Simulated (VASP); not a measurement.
Set up this calculation in VASP 6.6.1, as the native input.

```yaml
Task: single point
Functional: PBE
Potentials_or_basis: VASP PAW PBE potentials, release 64 (Sn_d, Se)
Cutoff: 520 eV
k_mesh: 12 × 12 × 6
Occupations: gaussian, width 0.05 eV
Spin: no spin polarisation
Dipole_correction: no
Further_INCAR_settings: ALGO = Normal; EDIFF = 1e-07; NBANDS = 20
```

The structure of SnSe2 lies in POSCAR:

```
SnSe2
1.0
    3.6966688181      0.0000000000      0.0000000000
   -1.8483344091      3.2014091059      0.0000000000
    0.0000000000      0.0000000000      6.1370000000
Sn Se
1 2
Direct
    0.0000000000      0.0000000000      0.0000000000
    0.3333333333      0.6666666667      0.2500000000
    0.6666666667      0.3333333333      0.7500000000
```

This cell differs from its parent crystal: strain -0.030 along x and y, +0.000 along z.

The input as run:

INCAR

```
SYSTEM = SnSe2
PREC     = Accurate       ! precision mode
ENCUT    = 520            ! plane-wave cutoff, eV
EDIFF    = 1E-7           ! SCF threshold, eV
ISMEAR   = 0              ! smearing method
SIGMA    = 0.05           ! smearing width, eV
LREAL    = .False.        ! projectors in reciprocal space
LASPH    = .True.         ! aspherical terms in the spheres
NELM     = 80             ! most SCF steps
ALGO     = Normal         ! electronic algorithm
ISIF     = 2              ! what is computed and relaxed
LWAVE    = .False.        ! write WAVECAR
LCHARG   = .False.        ! write CHGCAR
GGA      = PE             ! functional
NBANDS   = 20             ! bands
```

KPOINTS

```
regular mesh
0
Gamma
  12 12 6
  0 0 0
```

Potentials or basis: VASP PAW PBE potentials, release 64 (Sn_d, Se).

The run is started by

```bash
$ cat potpaw_PBE.64/Sn_d/POTCAR potpaw_PBE.64/Se/POTCAR > POTCAR
$ mpirun -np 1 vasp_std > vasp.out
```

It gave:

The pressure is 11.1 GPa and the largest force is 1.242 eV/Å. The band gap on the k mesh is 0.78 eV, indirect (least direct gap 1.38 eV).

Caveat: the cell differs from its parent crystal (strain -0.030 along x and y, +0.000 along z); spin-orbit coupling is left out, which moves the levels of the heavy elements; this functional lacks dispersion, which binds the layers, so the pressure and a relaxed spacing across them are unreliable; forces of over 1 eV/Å act on the atoms, so gaps and moduli don't describe the material at rest.

It took 90 s on 1 thread of AMD EPYC 9R45 96-Core Processor (Zen 5), with other jobs on the host, peak memory 0.25 GiB.
